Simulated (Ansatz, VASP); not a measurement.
# Two plane-wave programs on F

File INCAR:

```
SYSTEM = F
  ALGO = Normal
  EDIFF = 1E-6
  ENCUT = 1350
  GGA = PE
  GGA_COMPAT = .False.
  ISIF = 2
  ISMEAR = 0
  IVDW = 12
  LASPH = .True.
  LCHARG = .False.
  LREAL = .False.
  LWAVE = .False.
  NBANDS = 22
  NELM = 120
  PREC = Accurate
  SIGMA = 0.05
```

File KPOINTS:

```
k-points
0
Gamma
  8 8 4
  0 0 0
```

POSCAR

```
F
1.0
    2.9788247443     -1.8189313624      0.3143641159
    2.9788247443      1.8189313624      0.3143641159
   -0.8540251668      0.0000000000      6.8508231497
F
4
Direct
    0.9138648456      0.5855481450      0.0939279973
    0.4144518550      0.0861351544      0.4060720027
    0.0861351544      0.4144518550      0.9060720027
    0.5855481450      0.9138648456      0.5939279973
```

Input for Ansatz:

```yaml
crystal:
  lattice:
    - [2.9788247443, -1.8189313624, 0.3143641159]
    - [2.9788247443, 1.8189313624, 0.3143641159]
    - [-0.8540251668, 0.0, 6.8508231497]
  atoms:
    - { symbol: F, position: [0.9138648456, 0.585548145, 0.0939279973] }
    - { symbol: F, position: [0.414451855, 0.0861351544, 0.4060720027] }
    - { symbol: F, position: [0.0861351544, 0.414451855, 0.9060720027] }
    - { symbol: F, position: [0.585548145, 0.9138648456, 0.5939279973] }
basis:
  ecutwfc: 520.0
kpoints:
  mp_grid: { grid: [8, 8, 4] }
hamiltonian:
  xc: pbe
  dispersion: d3bj
scf:
  occupations: { method: gaussian, width: 0.05 }
output:
  forces: true
  stress: true
  eigenvalues: true
```

Change from the starting cell: volume 18.804 Å^3 an atom, stretch along a over the lengths across it, relative to the relaxed cell 1.0409.

Alike in both runs: task single point; functional PBE; dispersion D3(BJ); k mesh 8 × 8 × 4; occupations gaussian, width 0.05 eV; no spin polarisation.

```csv
,VASP,Ansatz
version,VASP 6.6.1,Ansatz 0.2.0
potentials or method,"VASP PAW PBE potentials, release 64 (F_h), cutoff 1350 eV","scalar-relativistic, plane waves, PAW"
valence electrons in the cell,28,28
```

|  | VASP | Ansatz | Ansatz less VASP |
| --- | --- | --- | --- |
| gap on the k mesh at the Fermi level (eV) | 2.82 | 2.82 | +0.006 |
| least direct gap on the mesh (eV) | 2.82 | 2.82 | +0.006 |
| pressure (GPa) | -2.1 | -1.6 | +0.47 |
| traceless stress, the component that is largest in VASP (GPa) | -1.97 | -2.05 | -0.076 |
| rms of the force components (eV/Å) | 0.400 | 0.403 | +0.0030 |

Atom by atom the forces differ by 0.003 eV/Å (rms over components).
